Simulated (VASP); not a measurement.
# Tc (Fm-3m) in VASP: further runs

Aim: see how the results for Tc move with the level of theory and the settings. Levels: LDA, PBE. Tasks: single point.

All numbers are computed with VASP 6.6.1; they aren't measurements. Logs are shortened: lines on timing, memory, paths and dates and some standing lists are left out, and cuts for length are marked.

### Step 1. The cell of the first run

The structure is cubic, space group Fm-3m (No. 225). The conventional cell has a = 3.900 Å, b = 3.900 Å, c = 3.900 Å, α = 90.00°, β = 90.00°, γ = 90.00°. Tc (site symmetry m-3m) has 12 Tc at 2.76 Å within 3.6 Å.

### Step 2. Single point, LDA, non-collinear spin, zero start, spin-orbit coupling

INCAR reads:

```
  ALGO = Fast
  EDIFF = 1E-6
  ENCUT = 520
  GGA = CA
  GGA_COMPAT = False
  ISIF = 2
  ISMEAR = -1
  LASPH = True
  LCHARG = True
  LMAXMIX = 4
  LORBIT = 11
  LORBMOM = True
  LREAL = False
  LSORBIT = True
  LVHAR = True
  LWAVE = False
  MAGMOM = 0 0 0
  NBANDS = 24
  NELM = 150
  PREC = Accurate
  SIGMA = 0.05
```

KPOINTS reads:

```
k-points
0
Gamma
  9 9 9
```

POSCAR reads:

```
Tc
1.0
    0.0000000000      1.9500000000      1.9500000000
    1.9500000000      0.0000000000      1.9500000000
    1.9500000000      1.9500000000      0.0000000000
Tc
1
Direct
    0.0000000000      0.0000000000      0.0000000000
```

Potentials or basis: VASP PAW LDA potentials, release 64 (Tc_pv).

Launch:

```sh
cat potpaw_LDA.64/Tc_pv/POTCAR > POTCAR
mpirun -np 1 vasp_ncl > vasp.out
```

OUTCAR:

```text
EDIFF = 1E-6
   ENCUT = 520
   GGA = CA
   ISIF = 2
   ISMEAR = -1
   LASPH = True
   LORBIT = 11
   LREAL = False
   LSORBIT = True
   NELM = 150
   PREC = Accurate

 ion  position               nearest neighbor table
   1  0.000  0.000  0.000-

  LATTYP: Found a face centered cubic cell.
 ALAT       =     3.9000000000

  Lattice vectors:

 A1 = (   0.0000000000,   1.9500000000,   1.9500000000)
 A2 = (   1.9500000000,   0.0000000000,   1.9500000000)
 A3 = (   1.9500000000,   1.9500000000,   0.0000000000)

Analysis of symmetry for initial positions (statically):
=====================================================================
 Subroutine PRICEL returns:
 Original cell was already a primitive cell.

 Routine SETGRP: Setting up the symmetry group for a
 face centered cubic supercell.

 Subroutine GETGRP returns: Found 48 space group operations
[... 9 lines left out ...]

 Routine SETGRP: Setting up the symmetry group for a
 face centered cubic supercell.

 Subroutine GETGRP returns: Found 48 space group operations
 (whereof 48 operations were pure point group operations)
 out of a pool of 48 trial point group operations.

The dynamic configuration has the point symmetry O_h .

Analysis of structural, dynamic, and magnetic symmetry:
=====================================================================
 Subroutine PRICEL returns:
 Original cell was already a primitive cell.

 Routine SETGRP: Setting up the symmetry group for a
 face centered cubic supercell.

 Subroutine GETGRP returns: Found 48 space group operations
 (whereof 48 operations were pure point group operations)
 out of a pool of 48 trial point group operations.

The overall configuration has the point symmetry O_h .

 Subroutine INISYM returns: Found 48 space group operations
[... 5 lines left out ...]
                                     Primitive cell

  volume of cell :      14.8297

  direct lattice vectors                    reciprocal lattice vectors
     0.000000000  1.950000000  1.950000000    -0.256410256  0.256410256  0.256410256
     1.950000000  0.000000000  1.950000000     0.256410256 -0.256410256  0.256410256
     1.950000000  1.950000000  0.000000000     0.256410256  0.256410256 -0.256410256

  length of vectors
     2.757716447  2.757716447  2.757716447     0.444115592  0.444115592  0.444115592

  position of ions in fractional coordinates (direct lattice)
     0.000000000  0.000000000  0.000000000

  ion indices of the primitive-cell ions
   primitive index   ion index
                 1           1

----------------------------------------------------------------------------------------

 KPOINTS: k-points

Automatic generation of k-mesh.
 Grid dimensions read from file:
 generate k-points for:    9    9    9

 Generating k-lattice:

  Cartesian coordinates                     Fractional coordinates (reciprocal lattice)
    -0.028490028  0.028490028  0.028490028     0.111111111  0.000000000  0.000000000
     0.028490028 -0.028490028  0.028490028     0.000000000  0.111111111  0.000000000
     0.028490028  0.028490028 -0.028490028     0.000000000  0.000000000  0.111111111

  Length of vectors
     0.049346177  0.049346177  0.049346177

  Shift w.r.t. Gamma in fractional coordinates (k-lattice)
     0.000000000  0.000000000  0.000000000

 Subroutine IBZKPT returns following result:
 ===========================================

 Found     35 irreducible k-points:

 Following reciprocal coordinates:
            Coordinates               Weight
  0.000000  0.000000  0.000000      1.000000
  0.111111  0.000000  0.000000      8.000000
  0.222222  0.000000  0.000000      8.000000
  0.333333  0.000000  0.000000      8.000000
  0.444444  0.000000  0.000000      8.000000
  0.111111  0.111111  0.000000      6.000000
[... 16 lines left out ...]
 -0.333333  0.333333  0.000000     12.000000
  0.444444  0.444444  0.000000      6.000000
 [... further k-points ...]
   k-points           NKPTS =     35   k-points in BZ     NKDIM =     35   number of bands    NBANDS=     24
   number of dos      NEDOS =    301   number of ions     NIONS =      1
   total plane-waves  NPLWV =  13824
   dimension x,y,z NGX =    24 NGY =   24 NGZ =   24
   dimension x,y,z NGXF=    48 NGYF=   48 NGZF=   48
   ions per type =               1
   NGX,Y,Z   is equivalent  to a cutoff of  14.47, 14.47, 14.47 a.u.
   NGXF,Y,Z  is equivalent  to a cutoff of  28.94, 28.94, 28.94 a.u.
 SYSTEM =  unknown system
   PREC   = accura    normal or accurate (medium, high low for compatibility)
   ISTART =      0    job   : 0-new  1-cont  2-samecut
   ICHARG =      2    charge: 1-file 2-atom 10-const
   ISPIN  =      1    spin polarized calculation?
   LNONCOLLINEAR =      T non collinear calculations
   LSORBIT =      T    spin-orbit coupling
   LASPH  =      T    aspherical Exc in radial PAW
   ENCUT  =  520.0 eV  38.22 Ry    6.18 a.u.   5.13  5.13  5.13*2*pi/ulx,y,z
   NELM   =    150;   NELMIN=  2; NELMDL= -5     # of ELM steps
   EDIFF  = 0.1E-05   stopping-criterion for ELM
   LREAL  =      F    real-space projection
   EDIFFG = 0.1E-04   stopping-criterion for IOM
   NSW    =      0    number of steps for IOM
   IBRION =     -1    ionic relax: 0-MD 1-quasi-New 2-CG
   NFREE  =      0    steps in history (QN), initial steepest desc. (CG)
   ISIF   =      2    stress and relaxation
   ISYM   =      2    0-nonsym 1-usesym 2-fastsym
   POTIM  = 0.5000    time-step for ionic-motion
   TEBEG  =    0.0;   TEEND  =   0.0 temperature during run
   PSTRESS=    0.0 pullay stress
   NELECT =      13.0000    total number of electrons
   NUPDOWN=      -1.0000    fix difference up-down
   EMIN   =  10.00;   EMAX   =-10.00  energy-range for DOS
   EFERMI =   0.00;   METHOD = LEGACY
   ISMEAR =    -1;   SIGMA  =   0.05  broadening in eV -4-tet -1-fermi 0-gaus
   EFERMI_NEDOS =   21; number of points for ismear=-14 and -15
   IALGO  =     68    algorithm
   IMIX   =      4    mixing-type and parameters
     AMIX     =   0.40;   BMIX     =  1.00
     AMIX_MAG =   1.60;   BMIX_MAG =  1.00
  volume/ion in A,a.u.               =      14.83       100.08
  Fermi-wavevector in a.u.,A,eV,Ry     =   1.566792  2.960808 33.400086  2.454837
  Thomas-Fermi vector in A             =   2.669068
   LORBIT       =     11    0 simple, 1 ext, 2 COOP (PROOUT), +10 PAW based schemes
   GGA     = CA    functional components
   LHFCALC =     F    Hartree Fock is set to
   AEXX    =    0.0000 exact exchange contribution
   IVDW    =     0    specifies the selected vdW correction
   LEPSILON=     F    determine dielectric tensor
   LRPA    =     F    only Hartree local field effects (RPA)
 RMM-DIIS sequential band-by-band and
  energy-cutoff  :      520.00
  volume of cell :       14.83
 maximum number of plane-waves:       822
 NGX is ok and might be reduce to    24
   NGX = 11   NGY = 11   NGZ = 11

 number of electron      13.0000000 magnetization       0.0000000      0.0000000      0.0000000

 number of electron      13.0000001 magnetization       0.0000000     -0.0000000      0.0000000

 number of electron      13.0000001 magnetization      -0.0000000      0.0000000     -0.0000000

 Free energy of the ion-electron system (eV)
  ---------------------------------------------------
  ext. energy  EPLUGINS =         0.00000000
  ---------------------------------------------------
  free energy    TOTEN  =       -11.68794147 eV

  energy without entropy =      -11.67464631  energy(sigma->0) =      -11.68129389

 E-fermi :  12.1332     XC(G=0): -13.8207

 val. band max:       11.9819562599   @ k =  -0.4444   0.1111   0.0000
 cond. band min:      12.1632411810   @ k =   0.2222   0.1111   0.0000
 fundamental gap:      0.1812849212
 Fermi energy:        12.1331765262

 k-point     1 :       0.0000    0.0000    0.0000
  band No.  band energies     occupation
      1     -28.0919      1.00000
      2     -28.0919      1.00000
      3     -25.1321      1.00000
      4     -25.1321      1.00000
      5     -25.1321      1.00000
      6     -25.1321      1.00000
[... 16 lines left out ...]
     23      31.5173      0.00000
     24      31.5173      0.00000
[... 598 lines left out ...]
      2     -28.6610      1.00000
      3     -25.9994      1.00000
      4     -25.9994      1.00000
      5     -25.5655      1.00000
      6     -25.5655      1.00000
[... 16 lines left out ...]
     23      26.4962      0.00000
     24      26.4962      0.00000

 [... further k-points ...]
[... 5 lines left out ...]
  --------------------------------------------------------------------------------------
  -------------------------------------------------------------------------------------
  Total       -1.8442609     -1.8442609     -1.8442609      0.0000000      0.0000000      0.0000000
  in kB     -199.2503554   -199.2503554   -199.2503554      0.0000000      0.0000000      0.0000000
  external PRESSURE =    -199.2503554 kB  Pullay stress =       0.0000000 kB

 VOLUME and BASIS-vectors are now :
 -----------------------------------------------------------------------------
  energy-cutoff  :      520.00
  volume of cell :       14.83
      direct lattice vectors                 reciprocal lattice vectors
     0.000000000  1.950000000  1.950000000    -0.256410256  0.256410256  0.256410256
     1.950000000  0.000000000  1.950000000     0.256410256 -0.256410256  0.256410256
     1.950000000  1.950000000  0.000000000     0.256410256  0.256410256 -0.256410256

 POSITION                                       TOTAL-FORCE (eV/Angst)
 -----------------------------------------------------------------------------------
      0.00000      0.00000      0.00000         0.000000      0.000000      0.000000
 -----------------------------------------------------------------------------------
    total drift:                               -0.000000      0.000000      0.000000

  FREE ENERGIE OF THE ION-ELECTRON SYSTEM (eV)
  ---------------------------------------------------
  free  energy   TOTEN  =       -11.6879414677 eV

  energy  without entropy=      -11.6746463074  energy(sigma->0) =      -11.68129389

 orbital moment (x)

 # of ion     p       d       tot
 ----------------------------------------
  1         0.000   0.000   0.000
 ----------------------------------------
            0.000   0.000   0.000

 orbital moment (y)

 # of ion     p       d       tot
 ----------------------------------------
  1         0.000   0.000   0.000
 ----------------------------------------
            0.000   0.000   0.000

 orbital moment (z)

 # of ion     p       d       tot
 ----------------------------------------
  1         0.000   0.000   0.000
 ----------------------------------------
            0.000   0.000   0.000

 Spin-Orbit-Coupling matrix elements

 Ion:    1  E_soc:     -0.2018626
 l=   1
     0.0000000    -0.0270527    -0.0270527
    -0.0270527     0.0000000    -0.0270527
    -0.0270527    -0.0270527     0.0000000
 l=   2
     0.0000000    -0.0011949     0.0000000    -0.0011949    -0.0053961
    -0.0011949     0.0000000    -0.0040471    -0.0011949    -0.0013490
     0.0000000    -0.0040471     0.0000000    -0.0040471     0.0000000
    -0.0011949    -0.0011949    -0.0040471     0.0000000    -0.0013490
    -0.0053961    -0.0013490     0.0000000    -0.0013490     0.0000000
 l=   3
     0.0000000     0.0000000     0.0000000     0.0000000     0.0000000     0.0000000     0.0000000
     0.0000000     0.0000000     0.0000000     0.0000000     0.0000000     0.0000000     0.0000000
     0.0000000     0.0000000     0.0000000     0.0000000     0.0000000     0.0000000     0.0000000
     0.0000000     0.0000000     0.0000000     0.0000000     0.0000000     0.0000000     0.0000000
     0.0000000     0.0000000     0.0000000     0.0000000     0.0000000     0.0000000     0.0000000
     0.0000000     0.0000000     0.0000000     0.0000000     0.0000000     0.0000000     0.0000000
     0.0000000     0.0000000     0.0000000     0.0000000     0.0000000     0.0000000     0.0000000

 total charge

# of ion       s       p       d       tot
------------------------------------------
    1        0.463   6.470   5.068  12.001

 magnetization (x)

# of ion       s       p       d       tot
------------------------------------------
    1        0.000  -0.000  -0.000   0.000

 magnetization (y)

# of ion       s       p       d       tot
------------------------------------------
    1        0.000   0.000   0.000   0.000

 magnetization (z)

# of ion       s       p       d       tot
------------------------------------------
    1        0.000  -0.000  -0.000   0.000
```

It took 17 s on 1 thread of Intel Xeon 6975P-C (Granite Rapids), shared host; peak memory 0.17 GiB.

What came out:

* Free energy: -11.6879 eV
* Pressure: -19.9 GPa
* Net moment: 0.00 μB per cell
* Valence electrons inside the program's atomic spheres: Tc 12.00

Moments on the atoms (μB; x, y, z):
```
Tc  0.00 0.00 0.00
```

### Step 3. Single point, PBE (volume scaled by 1.04)

INCAR reads:

```
PREC = Accurate ; ENCUT = 520
EDIFF = 1E-6 ; ISMEAR = -1
SIGMA = 0.05 ; LREAL = F
LASPH = T ; NELM = 100
ALGO = Fast ; ISIF = 2
LWAVE = F ; LCHARG = T
GGA = PE ; LELF = T
LVHAR = T ; NBANDS = 12
```

KPOINTS reads:

```
Automatic mesh
0
Gamma
  12 12 12
```

POSCAR reads:

```
Tc
1.0
    0.0000000000      1.9756608374      1.9756608374
    1.9756608374      0.0000000000      1.9756608374
    1.9756608374      1.9756608374      0.0000000000
Tc
1
Direct
    0.0000000000      0.0000000000      0.0000000000
```

Potentials or basis: VASP PAW PBE potentials, release 64 (Tc_pv).

Launch:

```sh
cat potpaw_PBE.64/Tc_pv/POTCAR > POTCAR
mpirun -np 1 vasp_std > vasp.out
```

Run time: 39 s. Hardware: 1 thread of AMD EPYC 7R13, shared host; peak memory 0.11 GiB.

The run converged. Its results:

```yaml
Free_energy: -10.2324 eV
Pressure: -16.5 GPa
```

Levels at points of the mesh, in eV from the Fermi level:
```
           k point  band 3  band 4  band 5  band 6  band 7  band 8  band 9  band 10  band 11  band 12
(0.00, 0.00, 0.00)  -38.49   -7.21   -1.66   -1.66   -1.66    0.70    0.70    13.98    19.22    19.22
(0.50, 0.00, 0.00)  -38.62   -5.15   -1.80   -1.80    1.08    2.52    2.52     9.80    13.60    19.57
(0.50, 0.50, 0.00)  -38.85   -5.42   -4.87    2.47    3.03    3.03    3.53    12.51    12.51    13.11
```
